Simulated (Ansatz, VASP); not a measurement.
One calculation of As2H, two programs

INCAR

```
SYSTEM = As2H
ALGO     = Normal         ! electronic algorithm
DIPOL    = 0.5 0.5 0.327
EDIFF    = 1E-6           ! SCF threshold, eV
ENCUT    = 520            ! plane-wave cutoff, eV
GGA      = PE             ! functional
IDIPOL   = 3            
ISIF     = 2              ! what is computed and relaxed
ISMEAR   = 0              ! smearing method
ISPIN    = 2              ! spin polarisation
IVDW     = 12             ! dispersion correction
LASPH    = .True.         ! aspherical terms in the spheres
LCHARG   = .False.        ! write CHGCAR
LDIPOL   = .True.       
LORBIT   = 11             ! projections on sites
LREAL    = .False.        ! projectors in reciprocal space
LWAVE    = .False.        ! write WAVECAR
MAGMOM   = 0 0 1          ! initial moments
NBANDS   = 16             ! bands
NELM     = 150            ! most SCF steps
PREC     = Accurate       ! precision mode
SIGMA    = 0.05           ! smearing width, eV
```

The input KPOINTS:

```
k-points
0
Gamma
  9 9 1
  0 0 0
```

Contents of POSCAR:

```
As2H
1.0
    3.5713387681      0.0000000000      0.0000000000
   -1.7856693841      3.0928700987      0.0000000000
    0.0000000000      0.0000000000     18.3976402524
As H
2 1
Direct
    0.3333333333      0.6666666667      0.2933876398
    0.6666666667      0.3333333333      0.2174191877
    0.3333333333      0.6666666667      0.4700407299
```

Input for Ansatz:

```yaml
crystal:
  lattice:
    - [3.5713387681, 0.0, 0.0]
    - [-1.7856693841, 3.0928700987, 0.0]
    - [0.0, 0.0, 18.3976402524]
  atoms:
    - { symbol: As, position: [0.3333333333, 0.6666666667, 0.2933876398] }
    - { symbol: As, position: [0.6666666667, 0.3333333333, 0.2174191877] }
    - { symbol: H, position: [0.3333333333, 0.6666666667, 0.4700407299], spin: 1.0 }
basis:
  ecutwfc: 420
kpoints:
  mp_grid: { grid: [9, 9, 1] }
hamiltonian:
  xc: pbe
  dispersion: d3bj
scf:
  occupations: { method: gaussian, width: 0.05 }
output:
  forces: true
  eigenvalues: true
  populations: true
magnetization:
  spin_polarized: true
efield:
  axis: 3
  dipole_correction: true
  ramp_width: 0.04
```

Alike in both runs: task single point; functional PBE; dispersion D3(BJ); k mesh 9 × 9 × 1; occupations gaussian, width 0.05 eV; collinear spin.

|  | VASP | Ansatz |
| --- | --- | --- |
| version | VASP 6.6.1 | Ansatz 0.2.0 |
| potentials or method | VASP PAW PBE potentials, release 64 (As, H), cutoff 520 eV | scalar-relativistic, plane waves, PAW |
| valence electrons in the cell | 11 | 31 |

```csv
,VASP,Ansatz,Ansatz less VASP
gap on the k mesh at the Fermi level (eV),1.49,1.48,-0.004
least direct gap on the mesh (eV),1.80,1.80,+0.001
rms of the force components (eV/Å),0.051,0.015,-0.0353
net moment per atom (μB),0.33,0.33,0.000
size of the moment on the site where the two differ most (μB),0.38,0.89,+0.514
```

Site moments also hang on the region over which each program counts them. Atom by atom the forces differ by 0.043 eV/Å (rms over components). VASP's potentials hold 11 valence electrons a cell and Ansatz's 31, so a difference there can come from the potentials and not from the codes. Ansatz's warnings: stability check not made.
